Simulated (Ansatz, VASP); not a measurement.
# AlNi: VASP beside Ansatz

INCAR

```
SYSTEM = AlNi
  PREC = Accurate
  ENCUT = 520
  EDIFF = 1E-6
  ISMEAR = 0
  SIGMA = 0.15
  LREAL = .False.
  LASPH = .True.
  NELM = 100
  ALGO = Fast
  ISIF = 2
  LWAVE = .False.
  LCHARG = .True.
  GGA = PS
  LELF = .True.
  LVHAR = .True.
  NBANDS = 14
```

File KPOINTS:

```
Automatic mesh
0
Gamma
  16 16 16
  0 0 0
```

Contents of POSCAR:

```
AlNi
1.0
    2.9962400000      0.0000000000      0.0000000000
    0.0000000000      2.9962400000      0.0000000000
    0.0000000000      0.0000000000      3.1114800000
Al Ni
1 1
Direct
    0.0000000000      0.0000000000      0.0000000000
    0.5000000000      0.5000000000      0.5000000000
```

Input for Ansatz:

```yaml
crystal:
  lattice:
    - [2.99624, 0.0, 0.0]
    - [0.0, 2.99624, 0.0]
    - [0.0, 0.0, 3.11148]
  atoms:
    - { symbol: Al, position: [0.0, 0.0, 0.0] }
    - { symbol: Ni, position: [0.5, 0.5, 0.5] }
basis:
  ecutwfc: 420
kpoints:
  mp_grid: { grid: [16, 16, 16] }
hamiltonian:
  xc: pbesol
scf:
  occupations: { method: gaussian, width: 0.15 }
output:
  forces: true
  stress: true
  eigenvalues: true
  write_density: true
  write_potential: true
  elf: true
  volumetric_format: npy
```

Change from the starting cell: strain +0.040 along x and y, +0.080 along z, atoms carried along.

Alike in both runs: task single point; functional PBEsol; k mesh 16 × 16 × 16; occupations gaussian, width 0.15 eV; no spin polarisation.

|  | VASP | Ansatz |
| --- | --- | --- |
| version | VASP 6.6.1 | Ansatz 0.2.0 |
| potentials or method | VASP PAW PBE potentials, release 64 (Al, Ni), cutoff 520 eV | scalar-relativistic, plane waves, PAW |
| valence electrons in the cell | 13 | 21 |

```csv
,VASP,Ansatz,Ansatz less VASP
gap on the k mesh at the Fermi level (eV),none,none,-
pressure (GPa),-20.4,-20.6,-0.17
"traceless stress, the component that is largest in VASP (GPa)",-1.03,-1.00,+0.035
```

VASP's potentials were made for PBE, not for PBEsol. A gap of «none» marks a metal or a gap that the smearing closes. VASP's potentials hold 13 valence electrons a cell and Ansatz's 21, so a difference there can come from the potentials and not from the codes.
